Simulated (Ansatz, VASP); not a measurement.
## Ag in VASP and in Ansatz

File INCAR:

```
  PREC = Accurate
  ENCUT = 520
  EDIFF = 1E-7
  ISMEAR = -1
  SIGMA = 0.1
  LREAL = F
  LASPH = T
  NELM = 100
  ALGO = Normal
  ISIF = 2
  LWAVE = F
  LCHARG = F
  GGA = RE
  NBANDS = 12
```

KPOINTS

```
regular mesh
0
Gamma
  21 21 21
```

POSCAR

```
Ag
1.0
    0.0000000000      2.0091360207      2.0091360207
    2.0091360207      0.0000000000      2.0091360207
    2.0091360207      2.0091360207      0.0000000000
Ag
1
Direct
    0.0000000000      0.0000000000      0.0000000000
```

Input for Ansatz:

```yaml
crystal:
  lattice:
    - [0.0, 2.0091360261, 2.0091360261]
    - [2.0091360261, 0.0, 2.0091360261]
    - [2.0091360261, 2.0091360261, 0.0]
  atoms:
    - { symbol: Ag, position: [0.0, 0.0, 0.0] }
hamiltonian:
  xc: revpbe
  pseudopotentials:
    kind: paw
    azcp:
      Ag: "pseudopotentials/Ag.paw.azcp"
basis:
  ecutwfc: 420
  fft_grid_basis: typed
kpoints:
  mp_grid: { grid: [21, 21, 21], shift: [0, 0, 0] }
magnetization:
  spin_polarized: false
scf:
  occupations: { method: fermi_dirac, width: 0.1 }
output:
  stress: true
```

Alike in both runs: task single point; functional revPBE; k mesh 21 × 21 × 21; occupations fermi-dirac, width 0.1 eV; no spin polarisation.

|  | VASP | Ansatz |
| --- | --- | --- |
| version | VASP 6.6.1 | Ansatz 0.2.0 |
| potentials or method | VASP PAW PBE potentials, release 64 (Ag), cutoff 520 eV | plane waves (420 eV) with PAW, scalar-relativistic |
| valence electrons in the cell | 11 | 19 |

```tsv
	VASP	Ansatz	Ansatz less VASP
pressure (GPa)	14.4	14.6	+0.22
```

VASP's potentials were made for PBE, not for revPBE. VASP's potentials hold 11 valence electrons a cell and Ansatz's 19, so a difference there can come from the potentials and not from the codes.
